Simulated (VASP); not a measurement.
The system is Bi.

```
Bi
1.0
    -1.65023    2.19976    2.28781
     1.65023   -2.19976    2.28781
     1.65023    2.19976   -2.28781
Bi
1
Direct
  0.50000 0.00000 0.50000
```

The cell was built from a structure type or drawn by symmetry, and may not be a known phase.

* Program: VASP 6.6.1
* Task: relaxation of cell and atoms
* Functional: PBE
* Potentials or basis: VASP PAW PBE potentials, release 64 (Bi_d)
* Cutoff: 500 eV
* k mesh: 6 × 6 × 6
* Occupations: gaussian, width 0.1 eV
* Spin: no spin polarisation

At the start: pressure -0.8 GPa; volume 33.22 Å³/atom.

**Question.** Where does the relaxation end?

**Answer.** Over 9 steps the energy falls by 67.7 meV/atom and the volume is 31.44 Å³/atom (-5.4 %); space group Immm (No. 71, to 0.1 Å) before, I4/mmm (No. 139, to 0.1 Å).

The path:
```csv
step,energy change (eV),largest force (eV/Å),pressure (GPa),volume (Å³)
1,0.0000,0.0000,-0.81,33.22
2,-0.0325,0.0000,-0.62,32.40
3,-0.0374,0.0000,3.32,29.77
4,-0.0645,0.0000,0.57,31.18
5,-0.0655,0.0000,1.14,30.81
6,-0.0658,0.0000,0.98,30.91
7,-0.0650,0.0000,-0.82,31.86
8,-0.0676,0.0000,0.13,31.34
9,-0.0677,0.0000,-0.04,31.44
```

Final structure:
```
CELL_PARAMETERS angstrom
-1.76174 2.09341 2.13127
1.76174 -2.09341 2.13127
1.76174 2.09341 -2.13127
ATOMIC_POSITIONS crystal
Bi 0.50000 0.00000 0.50000
```

Caveat: the k points lie up to 0.39 Å⁻¹ apart in the final cell, too coarse for converged energies and pressures of a metal.
